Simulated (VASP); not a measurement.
Runs of VASP 6.6.1 on TePb (l). The structure is that of space group Fm-3m (No. 225), or close to it. The cells are those of the table. 

```tsv
task	cell	k mesh	smearing	gap on the mesh (eV)	pressure (GPa)
single point	a = 4.511 Å, angles 60.0°, 2 atoms	10 × 10 × 10	gaussian 0.02 eV	0.55	0.1
relaxation of cell and atoms	relaxed from a = 4.512 Å, angles 60.0°, 2 atoms	10 × 10 × 10	gaussian 0.02 eV	0.56	0.0
single point	a = 4.512 Å, angles 60.0°, 2 atoms	8 × 8 × 8	gaussian 0.02 eV	0.55	0.1
single point	a = 4.626 Å, angles 60.0°, 2 atoms	6 × 6 × 6	gaussian 0.1 eV	0.71	(a)
```

Alike in all rows: level LDA; potentials or basis VASP PAW LDA potentials, release 64 (Te, Pb_d); no spin polarisation; cutoff (eV) 500.

Estimate the missing entries.

(a) -3.0.

Caveats: spin-orbit coupling is left out, which moves the levels of the heavy elements.

A k mesh can miss the band edges, and the runs leave out spin-orbit coupling on Pb, Te.
